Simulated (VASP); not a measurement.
# Nb (P6/mmm) in VASP: notebook

Runs on Nb. Level: BLYP. Tasks: single point.

Program: VASP 6.6.1. These are calculated values, not measurements. Logs are shortened: lines on timing, memory, paths and dates and some standing lists are left out, and cuts for length are marked.

## Step 1: The cell of the first run

It takes space group P6/mmm (No. 191, hexagonal). The conventional cell has a = 4.955 Å, b = 4.955 Å, c = 2.715 Å, α = 90.00°, β = 90.00°, γ = 120.00°. Within 3.6 Å of Nb (site symmetry 6/mmm) lie 14 Nb at 2.71 to 3.17 Å. Within 3.6 Å of Nb (site symmetry -6m2) lie 11 Nb at 2.71 to 3.17 Å.

This isn't the form of Nb at room conditions, which is bcc.

## Step 2: Single point, BLYP

File INCAR:

```
PREC = Accurate ; ENCUT = 520
EDIFF = 1E-6 ; ISMEAR = -1
SIGMA = 0.1 ; LREAL = F
LASPH = T ; NELM = 80
ALGO = Normal ; ISIF = 2
LWAVE = F ; LCHARG = F
GGA = B5 ; ALDAX = 1.0
AGGAX = 1.0 ; AGGAC = 1.0
ALDAC = 0.0 ; NBANDS = 26
```

File KPOINTS:

```
regular mesh
0
Gamma
  8 8 11
```

File POSCAR:

```
Nb
1.0
    4.9551073367      0.0000000000      0.0000000000
   -2.4775536684      4.2912488321      0.0000000000
    0.0000000000      0.0000000000      2.7149448905
Nb
3
Direct
    1.0000000000      0.0000000000      0.0000000000
    0.3333333333      0.6666666667      0.5000000000
    0.6666666667      0.3333333333      0.5000000000
```

Potentials or basis: VASP PAW PBE potentials, release 64 (Nb_sv).

Run with:

```bash
> cat potpaw_PBE.64/Nb_sv/POTCAR > POTCAR
> mpirun -np 1 vasp_std > vasp.out
```

OUTCAR:

```text
PREC = Accurate
   ENCUT = 520
   EDIFF = 1E-6
   ISMEAR = -1
   LREAL = F
   LASPH = T
   NELM = 80
   ISIF = 2
   GGA = B5

 ion  position               nearest neighbor table
   1  0.000  0.000  0.000-
   2  0.333  0.667  0.500-   3 2.86   3 2.86   3 2.86
   3  0.667  0.333  0.500-   2 2.86   2 2.86   2 2.86

  LATTYP: Found a hexagonal cell.
 ALAT       =     4.9551073367
 C/A-ratio  =     0.5479083915

  Lattice vectors:

 A1 = (   4.9551073367,   0.0000000000,   0.0000000000)
 A2 = (  -2.4775536684,   4.2912488321,   0.0000000000)
 A3 = (   0.0000000000,   0.0000000000,   2.7149448905)

Analysis of symmetry for initial positions (statically):
=====================================================================
 Subroutine PRICEL returns:
 Original cell was already a primitive cell.

 Routine SETGRP: Setting up the symmetry group for a
 hexagonal supercell.

 Subroutine GETGRP returns: Found 24 space group operations
 (whereof 24 operations were pure point group operations)
 out of a pool of 24 trial point group operations.

The static configuration has the point symmetry D_6h.

Analysis of symmetry for dynamics (positions and initial velocities):
=====================================================================
 Subroutine PRICEL returns:
 Original cell was already a primitive cell.

 Routine SETGRP: Setting up the symmetry group for a
 hexagonal supercell.

 Subroutine GETGRP returns: Found 24 space group operations
 (whereof 24 operations were pure point group operations)
 out of a pool of 24 trial point group operations.

The dynamic configuration has the point symmetry D_6h.

 Subroutine INISYM returns: Found 24 space group operations
 (whereof 24 operations are pure point group operations),
 and found     1 'primitive' translations

----------------------------------------------------------------------------------------

                                     Primitive cell

  volume of cell :      57.7295

  direct lattice vectors                    reciprocal lattice vectors
     4.955107337  0.000000000  0.000000000     0.201811975  0.116516198  0.000000000
    -2.477553668  4.291248832  0.000000000     0.000000000  0.233032397  0.000000000
     0.000000000  0.000000000  2.714944890     0.000000000  0.000000000  0.368331602

[... 80 lines left out ...]
   LNONCOLLINEAR =      F non collinear calculations
   LSORBIT =      F    spin-orbit coupling
   LASPH  =      T    aspherical Exc in radial PAW
   ENCUT  =  520.0 eV  38.22 Ry    6.18 a.u.   9.21  9.21  5.05*2*pi/ulx,y,z
   NELM   =     80;   NELMIN=  2; NELMDL= -5     # of ELM steps
   EDIFF  = 0.1E-05   stopping-criterion for ELM
   LREAL  =      F    real-space projection
   EDIFFG = 0.1E-04   stopping-criterion for IOM
   NSW    =      0    number of steps for IOM
   IBRION =     -1    ionic relax: 0-MD 1-quasi-New 2-CG
   NFREE  =      0    steps in history (QN), initial steepest desc. (CG)
   ISIF   =      2    stress and relaxation
   ISYM   =      2    0-nonsym 1-usesym 2-fastsym
   POTIM  = 0.5000    time-step for ionic-motion
   TEBEG  =    0.0;   TEEND  =   0.0 temperature during run
   PSTRESS=    0.0 pullay stress
   NELECT =      39.0000    total number of electrons
   NUPDOWN=      -1.0000    fix difference up-down
   EMIN   =  10.00;   EMAX   =-10.00  energy-range for DOS
   EFERMI =   0.00;   METHOD = LEGACY
   ISMEAR =    -1;   SIGMA  =   0.10  broadening in eV -4-tet -1-fermi 0-gaus
   EFERMI_NEDOS =   21; number of points for ismear=-14 and -15
   IALGO  =     38    algorithm
   IMIX   =      4    mixing-type and parameters
     AMIX     =   0.40;   BMIX     =  1.00
     AMIX_MAG =   1.60;   BMIX_MAG =  1.00
  volume/ion in A,a.u.               =      19.24       129.86
  Fermi-wavevector in a.u.,A,eV,Ry     =   1.436472  2.714538 28.074959  2.063451
  Thomas-Fermi vector in A             =   2.555656
   LORBIT       =      0    0 simple, 1 ext, 2 COOP (PROOUT), +10 PAW based schemes
   GGA     = B5    functional components
   LHFCALC =     F    Hartree Fock is set to
   AEXX    =    0.0000 exact exchange contribution
   IVDW    =     0    specifies the selected vdW correction
   LEPSILON=     F    determine dielectric tensor
   LRPA    =     F    only Hartree local field effects (RPA)
 non-spin polarized calculation
  energy-cutoff  :      520.00
  volume of cell :       57.73
 maximum number of plane-waves:      1570
 NGX is ok and might be reduce to    40
   NGX = 19   NGY = 19   NGZ = 11

 number of electron      38.9999996 magnetization

 Free energy of the ion-electron system (eV)
  ---------------------------------------------------
  ext. energy  EPLUGINS =         0.00000000
  ---------------------------------------------------
  free energy    TOTEN  =       -26.06975413 eV

  energy without entropy =      -25.95541250  energy(sigma->0) =      -26.01258331

 E-fermi :  11.0290     XC(G=0): -11.5380

 val. band max:       11.0117848754   @ k =   0.0000   0.0000   0.4545
 cond. band min:      11.0349165646   @ k =   0.2500   0.2500   0.0000
 fundamental gap:      0.0231316892
 Fermi energy:        11.0289518473

 k-point     1 :       0.0000    0.0000    0.0000
  band No.  band energies     occupation
      1     -43.5636      2.00000
      2     -43.4222      2.00000
      3     -43.3559      2.00000
      4     -19.9558      2.00000
      5     -19.9558      2.00000
      6     -19.7933      2.00000
[... 685 lines left out ...]
     25      13.6195      0.00000
     26      14.3484      0.00000

 [... further k-points ...]

------------------------ aborting loop because EDIFF is reached ----------------------------------------

  FORCE on cell =-STRESS in cart. coord.  units (eV):
  Direction    XX          YY          ZZ          XY          YZ          ZX
  --------------------------------------------------------------------------------------
  -------------------------------------------------------------------------------------
  Total       -0.0188119     -0.0188119     -0.0315929      0.0000000     -0.0000000     -0.0000000
  in kB       -0.5220910     -0.5220910     -0.8768029      0.0000000     -0.0000000     -0.0000000
  external PRESSURE =      -0.6403283 kB  Pullay stress =       0.0000000 kB

 VOLUME and BASIS-vectors are now :
 -----------------------------------------------------------------------------
  energy-cutoff  :      520.00
  volume of cell :       57.73
      direct lattice vectors                 reciprocal lattice vectors
     4.955107337  0.000000000  0.000000000     0.201811975  0.116516198  0.000000000
    -2.477553668  4.291248832  0.000000000     0.000000000  0.233032397  0.000000000
     0.000000000  0.000000000  2.714944890     0.000000000  0.000000000  0.368331602

 POSITION                                       TOTAL-FORCE (eV/Angst)
 -----------------------------------------------------------------------------------
      0.00000      0.00000      0.00000        -0.000000      0.000000      0.000000
     -0.00000      2.86083      1.35747         0.000000     -0.000000      0.000000
      2.47755      1.43042      1.35747        -0.000000      0.000000     -0.000000
 -----------------------------------------------------------------------------------
    total drift:                                0.000000     -0.000000      0.000000

  FREE ENERGIE OF THE ION-ELECTRON SYSTEM (eV)
  ---------------------------------------------------
  free  energy   TOTEN  =       -26.0697541305 eV

  energy  without entropy=      -25.9554124963  energy(sigma->0) =      -26.01258331
```

OSZICAR:

```text
N       E                     dE             d eps       ncg     rms          rms(c)
DAV:   1     0.497828388404E+03    0.49783E+03   -0.21769E+04  3120   0.155E+03
DAV:   2     0.107467591439E+02   -0.48708E+03   -0.47851E+03  3564   0.635E+02
DAV:   3    -0.250882863333E+02   -0.35835E+02   -0.34578E+02  6064   0.124E+02
DAV:   4    -0.271247550783E+02   -0.20365E+01   -0.20130E+01  4920   0.256E+01
DAV:   5    -0.272137640977E+02   -0.89009E-01   -0.88686E-01  5248   0.571E+00    0.114E+01
DAV:   6    -0.261606092419E+02    0.10532E+01   -0.22823E+00  4650   0.126E+01    0.396E+00
DAV:   7    -0.260672586098E+02    0.93351E-01   -0.96364E-01  5936   0.756E+00    0.176E+00
DAV:   8    -0.260612732189E+02    0.59854E-02   -0.15474E-01  5246   0.290E+00    0.139E+00
DAV:   9    -0.260702501409E+02   -0.89769E-02   -0.48523E-02  4320   0.206E+00    0.269E-01
DAV:  10    -0.260697341807E+02    0.51596E-03   -0.51905E-03  5234   0.619E-01    0.622E-02
DAV:  11    -0.260697611081E+02   -0.26927E-04   -0.28098E-04  5324   0.138E-01    0.232E-02
DAV:  12    -0.260697570560E+02    0.40521E-05   -0.35737E-05  5200   0.469E-02    0.760E-03
DAV:  13    -0.260697543336E+02    0.27224E-05   -0.48521E-06  3696   0.235E-02    0.302E-03
DAV:  14    -0.260697541305E+02    0.20305E-06   -0.30460E-07  2318   0.495E-03
   1 F= -.26069754E+02 E0= -.26012583E+02  d E =-.114342E+00
```

Run time: 2.9 min. Hardware: 1 thread of Intel Xeon 8259CL, shared host; peak memory 0.22 GiB.

What came out:

```yaml
Free_energy: -26.0698 eV
Pressure: -0.1 GPa
Band_gap_on_the_k_mesh: zero (an odd number of electrons rules out a gap without spin polarisation)
```

Levels at points of the mesh, in eV from the Fermi level:
```
           k point  band 18  band 19  band 20  band 21  band 22  band 23
(0.00, 0.00, 0.00)    -1.12    -1.12    -1.04     0.52     0.52     2.75
(0.50, 0.00, 0.00)    -1.47    -0.98    -0.92     1.50     1.87     2.77
```

Caveat: the PAW data sets were made with another functional, which shifts forces and pressure a little.

## Step 3: Single point, BLYP (16.93 Å³/atom)

This run uses another cell than the first one, of 16.93 Å³/atom.

File INCAR:

```
SYSTEM = Nb
AGGAC = 1.0 ; AGGAX = 1.0
ALDAC = 0.0 ; ALDAX = 1.0
ALGO = Normal ; EDIFF = 1E-7
ENCUT = 520 ; GGA = B5
ISIF = 2 ; ISMEAR = -1
LASPH = .True. ; LCHARG = .False.
LREAL = .False. ; LWAVE = .False.
NBANDS = 26 ; NELM = 80
PREC = Accurate ; SIGMA = 0.1
```

File KPOINTS:

```
k-points
0
Gamma
  8 8 13
  0 0 0
```

File POSCAR:

```
Nb
1.0
    4.7483999374      0.0000000000      0.0000000000
   -2.3741999687      4.1122349731      0.0000000000
    0.0000000000      0.0000000000      2.6016881719
Nb
3
Direct
    1.0000000000      0.0000000000      0.0000000000
    0.3333333333      0.6666666667      0.5000000000
    0.6666666667      0.3333333333      0.5000000000
```

Potentials or basis: VASP PAW PBE potentials, release 64 (Nb_sv).

Run with:

```bash
> cat potpaw_PBE.64/Nb_sv/POTCAR > POTCAR
> mpirun -np 1 vasp_std > vasp.out
```

Run time: 3.3 min. Hardware: 1 thread of Intel Xeon 8259CL, shared host; peak memory 0.21 GiB.

The run converged. Its results:

```yaml
Free_energy: -25.6045 eV
Pressure: 24.6 GPa
Band_gap_on_the_k_mesh: zero (an odd number of electrons rules out a gap without spin polarisation)
```

Stress tensor (GPa, compression positive):
```
24.08  0.00  0.00
 0.00 24.08  0.00
 0.00  0.00 25.59
```

Levels at points of the mesh, in eV from the Fermi level:
```tsv
k point	band 16	band 17	band 18	band 19	band 20	band 21	band 22	band 23	band 24	band 25
(0.00, 0.00, 0.00)	-1.21	-1.18	-1.18	-1.17	-1.17	0.53	0.53	3.13	3.13	3.15
(0.50, 0.00, 0.00)	-2.28	-2.01	-1.79	-1.23	-1.03	2.08	2.08	3.27	3.38	3.39
```

Caveat: the cell stands under pressure; the PAW data sets were made with another functional, which shifts forces and pressure a little.

## Step 4: Single point, BLYP (17.70 Å³/atom)

This run uses another cell than the first one, of 17.70 Å³/atom.

File INCAR:

```
SYSTEM = Nb
PREC     = Accurate       ! precision mode
ENCUT    = 520            ! plane-wave cutoff, eV
EDIFF    = 1E-7           ! SCF threshold, eV
ISMEAR   = -1             ! smearing method
SIGMA    = 0.1            ! smearing width, eV
LREAL    = .False.        ! projectors in reciprocal space
LASPH    = .True.         ! aspherical terms in the spheres
NELM     = 100            ! most SCF steps
ALGO     = Normal         ! electronic algorithm
ISIF     = 2              ! what is computed and relaxed
LWAVE    = .False.        ! write WAVECAR
LCHARG   = .False.        ! write CHGCAR
GGA      = B5             ! functional
ALDAX    = 1.0          
AGGAX    = 1.0          
AGGAC    = 1.0          
ALDAC    = 0.0          
NBANDS   = 26             ! bands
```

File KPOINTS:

```
Automatic mesh
0
Gamma
  8 8 13
  0 0 0
```

File POSCAR:

```
Nb
1.0
    4.8192820284      0.0000000000      0.0000000000
   -2.4096410142      4.1736206646      0.0000000000
    0.0000000000      0.0000000000      2.6405250643
Nb
3
Direct
    1.0000000000      0.0000000000      0.0000000000
    0.3333333333      0.6666666667      0.5000000000
    0.6666666667      0.3333333333      0.5000000000
```

Run with:

```bash
> cat potpaw_PBE.64/Nb_sv/POTCAR > POTCAR
> mpirun -np 1 vasp_std > vasp.out
```

Wall time 3.3 min (1 thread of Intel Xeon 8259CL, shared host); peak memory 0.21 GiB.

The run converged. Its results:

| Item | Value |
| --- | --- |
| Free energy | -25.8864 eV |
| Pressure | 14.6 GPa |
| Band gap on the k mesh | zero (an odd number of electrons rules out a gap without spin polarisation) |

Stress tensor (GPa, compression positive):
```
14.49  0.00  0.00
 0.00 14.49  0.00
 0.00  0.00 14.94
```

Levels at points of the mesh, in eV from the Fermi level:
```tsv
k point	band 16	band 17	band 18	band 19	band 20	band 21	band 22	band 23	band 24	band 25
(0.00, 0.00, 0.00)	-1.16	-1.16	-1.15	-1.15	-1.14	0.54	0.54	3.00	3.00	3.02
(0.50, 0.00, 0.00)	-2.15	-1.92	-1.67	-1.13	-0.98	1.86	2.02	3.10	3.24	3.24
```

Caveat: the cell stands under pressure; the PAW data sets were made with another functional, which shifts forces and pressure a little.

## Step 5: The runs side by side

| cell | k mesh | gap on the mesh (eV) | pressure (GPa) |
| --- | --- | --- | --- |
| a = 4.955, b = 4.955, c = 2.715 Å, angles 90.0, 90.0, 120.0°, 3 atoms | 8 × 8 × 11 | none | -0.1 |
| a = 4.748, b = 4.748, c = 2.602 Å, angles 90.0, 90.0, 120.0°, 3 atoms | 8 × 8 × 13 | none | 24.6 |
| a = 4.819, b = 4.819, c = 2.641 Å, angles 90.0, 90.0, 120.0°, 3 atoms | 8 × 8 × 13 | none | 14.6 |

Alike in all rows: task single point; level BLYP; potentials or basis VASP PAW PBE potentials, release 64 (Nb_sv); no spin polarisation; cutoff (eV) 520; smearing fermi-dirac 0.1 eV.

Caveats: the PAW data sets were made with another functional, which shifts forces and pressure a little; the cell stands under pressure (at least some runs).

Total energies depend on the potentials used, so only differences within one code and one set of settings carry meaning.

The gap in the log of VASP goes by the Fermi energy; the results here count the filled bands.